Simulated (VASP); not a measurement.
A run of VASP 6.6.1 is set up as follows.

The input POSCAR:

```
Al13Ga3As16
1.0
   11.9879520000      0.0000000000      0.0000000000
    0.0000010000     13.8644070000      0.0000000000
    0.0000000000      0.0000000000     13.1652210000
Al Ga As
39 9 48
Direct
    0.0003260000      0.1664880000      0.9996870000
    0.3336000000      0.1663330000      0.9996040000
    0.3339360000      0.1663720000      0.4999180000
    0.1667810000      0.4162900000      0.9998600000
    0.1667540000      0.4162070000      0.5000780000
    0.0001210000      0.6665920000      0.9997030000
    0.0002380000      0.6663940000      0.5001040000
    0.6669500000      0.1665030000      0.9998430000
    0.6672910000      0.1665590000      0.5000900000
    0.5001530000      0.4164510000      0.9996520000
    0.5001370000      0.4166750000      0.4995700000
    0.3332580000      0.6665720000      0.9997490000
    0.3331560000      0.6665420000      0.4998000000
    0.1667800000      0.9166700000      0.9996460000
    0.8334290000      0.4165300000      0.9998220000
    0.6668010000      0.6664960000      0.9996970000
    0.6667510000      0.6661870000      0.4998280000
    0.5002590000      0.9162280000      0.9999200000
    0.5000090000      0.9166880000      0.4998990000
    0.8334110000      0.9164150000      0.0000310000
    0.9995360000      0.3330970000      0.2500160000
    0.0000990000      0.3333110000      0.7496550000
    0.4998570000      0.0833210000      0.2496810000
    0.4999210000      0.0833120000      0.7501130000
    0.3329420000      0.3334140000      0.2496610000
    0.3332340000      0.3333910000      0.7499730000
    0.1663750000      0.5832760000      0.2497950000
    0.1667220000      0.5833280000      0.7500670000
    0.9996970000      0.8338480000      0.2499900000
    0.9998140000      0.8337340000      0.7496130000
    0.8330880000      0.0832120000      0.2499450000
    0.8330050000      0.0831850000      0.7498390000
    0.6665100000      0.3338440000      0.2499680000
    0.6664850000      0.3336600000      0.7497360000
    0.3331480000      0.8333830000      0.2499990000
    0.3333760000      0.8333260000      0.7497190000
    0.8332510000      0.5835150000      0.2501010000
    0.8333250000      0.5834460000      0.7497040000
    0.6662030000      0.8329700000      0.7498550000
    0.0002770000      0.1659590000      0.5004330000
    0.1665690000      0.9168110000      0.4999640000
    0.8336140000      0.4162780000      0.5002740000
    0.8335930000      0.9164240000      0.5000970000
    0.1663160000      0.0833830000      0.2503210000
    0.1666190000      0.0833930000      0.7497230000
    0.4996530000      0.5833880000      0.2500730000
    0.4997200000      0.5831970000      0.7504190000
    0.6663430000      0.8332230000      0.2504220000
    0.0000830000      0.1664720000      0.1870020000
    0.0000660000      0.1664780000      0.6873450000
    0.3331160000      0.1666310000      0.1868620000
    0.3334080000      0.1667040000      0.6870810000
    0.1662160000      0.4166390000      0.1869790000
    0.1667590000      0.4168030000      0.6870860000
    0.0000000000      0.6671690000      0.1869010000
    0.0002700000      0.6669960000      0.6870990000
    0.6665840000      0.1671390000      0.1870100000
    0.6665440000      0.1669540000      0.6870540000
    0.4998640000      0.4169860000      0.1869080000
    0.4999160000      0.4169540000      0.6868020000
    0.3332140000      0.6667290000      0.1869870000
    0.3334700000      0.6666300000      0.6870070000
    0.1667560000      0.9171120000      0.1869110000
    0.1667690000      0.9169850000      0.6868870000
    0.8333030000      0.4169310000      0.1869670000
    0.8334880000      0.4167410000      0.6871270000
    0.6664360000      0.6667240000      0.1871210000
    0.6663120000      0.6663730000      0.6870280000
    0.5001070000      0.9165870000      0.1871050000
    0.5000640000      0.9168210000      0.6869930000
    0.8327900000      0.9165110000      0.1871800000
    0.8328460000      0.9165200000      0.6870000000
    0.1666130000      0.0831980000      0.4372420000
    0.1667730000      0.0831120000      0.9368720000
    0.9998250000      0.3325630000      0.4373600000
    0.9999350000      0.3330630000      0.9368800000
    0.5004840000      0.0830960000      0.4367990000
    0.5002570000      0.0828210000      0.9371850000
    0.3333160000      0.3328320000      0.4368160000
    0.3333540000      0.3329350000      0.9370490000
    0.1664800000      0.5827580000      0.4369280000
    0.1665750000      0.5828900000      0.9371530000
    0.9999070000      0.8330790000      0.4372300000
    0.9999260000      0.8331460000      0.9368840000
    0.8335400000      0.0827930000      0.4372470000
    0.8334700000      0.0829440000      0.9370790000
    0.6669710000      0.3331660000      0.4371440000
    0.6667650000      0.3330430000      0.9368650000
    0.4997030000      0.5832960000      0.4369520000
    0.4998150000      0.5830760000      0.9372890000
    0.3330010000      0.8331980000      0.4370480000
    0.3332020000      0.8331670000      0.9368900000
    0.8335280000      0.5828780000      0.4372230000
    0.8333520000      0.5829900000      0.9369110000
    0.6667380000      0.8330250000      0.4373310000
    0.6667890000      0.8329920000      0.9370380000
```

File INCAR.step1:

```
SYSTEM = Al13Ga3As16
PREC = Accurate
ENCUT = 520
ISMEAR = -1
SIGMA = 0.05
LREAL = Auto
LASPH = .TRUE.
NELM = 60
NBANDS = 291
GGA = PE
ALGO = Normal
EDIFF = 1E-4
LWAVE = .TRUE.
LCHARG = .FALSE.
```

File INCAR.step2:

```
SYSTEM = Al13Ga3As16
PREC = Accurate
ENCUT = 520
EDIFF = 1E-6
ISMEAR = -1
SIGMA = 0.05
LREAL = Auto
LASPH = .TRUE.
NELM = 60
ALGO = Normal
ISIF = 2
LWAVE = .FALSE.
LCHARG = .FALSE.
METAGGA = R2SCAN
LMIXTAU = .TRUE.
NBANDS = 291
ISTART = 1
```

The input KPOINTS:

```
Automatic mesh
0
G
  1 1 1
  0 0 0
```

Potentials or basis: VASP PAW PBE potentials, release 64 (Al, Ga_d, As).

The run is started by

```console
$ cat potpaw_PBE.64/Al/POTCAR potpaw_PBE.64/Ga_d/POTCAR potpaw_PBE.64/As/POTCAR > POTCAR
$ cp INCAR.step1 INCAR
$ mpirun -np 1 vasp_gam > vasp.out
$ cp INCAR.step2 INCAR
$ mpirun -np 1 vasp_gam > vasp.out
```

Problem. Predict the largest force.

Solution. 0.109 eV/Å.

Problem. Estimate the band gap on the k mesh.

Solution. 1.94 eV.

Problem. Predict the pressure.

Solution. 0.3 GPa.

Stress tensor (GPa, compression positive):
```
 1.51 -0.03  0.00
-0.03 -0.42  0.00
 0.00  0.00 -0.20
```

Caveat: the k points lie up to 0.52 Å⁻¹ apart; the PAW data sets were made with another functional, which shifts forces and pressure a little. A k mesh can miss the band edges.
